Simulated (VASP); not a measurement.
A run of VASP 6.6.1 is set up as follows.

File INCAR:

```
ALGO = Normal
EDIFF = 1E-6
ENCUT = 520
GGA = PE
ISIF = 2
ISMEAR = -1
ISPIN = 2
LASPH = True
LCHARG = True
LELF = True
LMAXMIX = 4
LORBIT = 11
LREAL = False
LVHAR = True
LWAVE = False
MAGMOM = 2.5 2.5
NBANDS = 20
NELM = 150
NUPDOWN = 5.0
PREC = Accurate
SIGMA = 0.05
```

Contents of KPOINTS:

```
k-points
0
Gamma
  10 10 6
```

The input POSCAR:

```
Co
1.0
    2.4873648738      0.0000000000      0.0000000000
   -1.2436824369      2.1541211692      0.0000000000
    0.0000000000      0.0000000000      4.0632895034
Co
2
Direct
    0.3333333333      0.6666666667      0.7401390000
    0.6666666667      0.3333333333      0.2598610000
```

Potentials or basis: VASP PAW PBE potentials, release 64 (Co).

Run with:

```sh
$ cat potpaw_PBE.64/Co/POTCAR > POTCAR
$ mpirun -np 1 vasp_std > vasp.out
```

Estimate the pressure.

22.4 GPa.

Predict the largest force.

0.927 eV/Å.

Forces on the atoms (eV/Å):
```
Co   0.000  0.000  0.927
Co   0.000  0.000 -0.927
```

Caveat: the cell stands under pressure; the total moment is fixed, so each spin has its own Fermi level.
